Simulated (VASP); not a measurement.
Write the native input for VASP 6.6.1 that does the following.

* Task: single point
* Functional: PBEsol
* Potentials or basis: VASP PAW PBE potentials, release 64 (S, Cd)
* Cutoff: 520 eV
* k mesh: 7 × 7 × 1
* Occupations: gaussian, width 0.05 eV
* Spin: no spin polarisation
* Dipole correction: yes
* Further INCAR settings: ALGO = Normal; EDIFF = 1e-07; NBANDS = 36

The structure of CdS lies in POSCAR:

```
CdS
1.0
    4.0583734765      0.0000000000      0.0000000000
    0.0000000000      4.0583734765      0.0000000000
    0.0000000000      0.0000000000     30.6575756952
S Cd
3 3
Direct
    0.0000000000      0.0000000000      0.5159695937
    0.5000000000      0.5000000000      0.6112425924
    0.0000000000      0.0000000000      0.7093014271
    0.5000000000      0.0000000000      0.5603468694
    1.0000000000      0.5000000000      0.6578583973
    0.5000000000      0.0000000000      0.7569507568
```

These files were run (other wordings do the same):

INCAR

```
SYSTEM = CdS
PREC = Accurate ; ENCUT = 520
EDIFF = 1E-7 ; ISMEAR = 0
SIGMA = 0.05 ; LREAL = .FALSE.
LASPH = .TRUE. ; NELM = 80
ALGO = Normal ; ISIF = 2
LWAVE = .FALSE. ; LCHARG = .TRUE.
LDIPOL = .TRUE. ; IDIPOL = 3
DIPOL = 0.5 0.5 0.635 ; GGA = PS
LELF = .TRUE. ; LVHAR = .TRUE.
LVACPOTAV = .TRUE. ; NBANDS = 36
```

KPOINTS

```
regular mesh
0
G
  7 7 1
  0 0 0
```

Potentials or basis: VASP PAW PBE potentials, release 64 (S, Cd).

Command:

```console
$ cat potpaw_PBE.64/S/POTCAR potpaw_PBE.64/Cd/POTCAR > POTCAR
$ mpirun -np 1 vasp_std > vasp.out
```

It gave:

```yaml
Largest_force: 0.413 eV/Å
```

Caveat: the PAW data sets were made with another functional, which shifts forces and pressure a little.

It took 5.1 min on 1 thread of Intel(R) Xeon(R) 6975P-C (Granite Rapids) (shared host), peak memory 0.61 GiB.
